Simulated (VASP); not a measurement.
Crystal: WC (Qusongite).

```
W C
1.0
     2.86722    0.00000    0.00000
    -1.43361    2.48308    0.00000
     0.00000    0.00000    2.79826
W C
1 1
Direct
  0.00000 0.00000 0.00000
  0.66667 0.33333 0.50000
```

Base run:

| Property | Result |
| --- | --- |
| Program | VASP 6.6.1 |
| Functional | revPBE |
| Potentials or basis | VASP PAW PBE potentials, release 64 (W_sv, C) |
| Cutoff | 520 eV |
| k mesh | 10 × 10 × 9 |
| Occupations | fermi-dirac, width 0.05 eV |
| Spin | no spin polarisation |

Its results: band gap on the k mesh zero (band 9 reaches 12.41 eV, above the bottom of band 10 at 11.16 eV); pressure 28.6 GPa.

Question: The run is repeated on the same cell with these changes: functional from revPBE to r2SCAN. What comes out?

Answer: Band gap on the k mesh zero (band 9 reaches 12.27 eV, above the bottom of band 10 at 10.98 eV); pressure 22.0 GPa.

Caveats: the PAW data sets were made with another functional, which shifts forces and pressure a little; spin-orbit coupling is left out, which moves the levels of the heavy elements.
